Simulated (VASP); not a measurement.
Sb: single point with r2SCAN

Sb:

```
Sb
1.0
     0.00000    3.25513    3.25513
     3.25513    0.00000    3.25513
     3.25513    3.25513    0.00000
Sb
2
Direct
  0.00000 0.00000 0.00000
  0.25000 0.25000 0.25000
```

This isn't the form of Sb at room conditions, which is rhombohedral.

* Program: VASP 6.6.1
* Task: single point
* Functional: r2SCAN
* Potentials or basis: VASP PAW PBE potentials, release 64 (Sb)
* Cutoff: 550 eV
* k mesh: 6 × 6 × 6
* Occupations: fermi-dirac, width 0.1 eV
* Spin: no spin polarisation

```
Pressure               : 10.2 GPa
Band gap on the k mesh : zero (bands 5 and 6 overlap by 1.24 eV)
```

Levels at points of the mesh, in eV from the Fermi level:
| k point | band 1 | band 2 | band 3 | band 4 | band 5 | band 6 | band 7 | band 8 | band 9 | band 10 |
| --- | --- | --- | --- | --- | --- | --- | --- | --- | --- | --- |
| (0.00, 0.00, 0.00) | -13.72 | -4.53 | -2.59 | -2.59 | -2.59 | 0.05 | 0.05 | 0.05 | 4.06 | 6.45 |
| (0.50, 0.00, 0.00) | -12.25 | -9.26 | -3.65 | -3.65 | -2.60 | 1.31 | 1.31 | 4.63 | 6.46 | 6.88 |
| (0.50, 0.50, 0.00) | -10.78 | -10.78 | -4.80 | -4.80 | -0.99 | -0.99 | 5.18 | 5.18 | 7.23 | 7.23 |

Run time: 48 s on 1 thread of Intel(R) Xeon(R) Platinum 8488C (Sapphire Rapids), on a shared host, peak memory 0.21 GiB.

Caveat: the cell stands under pressure; the PAW data sets were made with another functional, which shifts forces and pressure a little; spin-orbit coupling is left out, which moves the levels of the heavy elements.
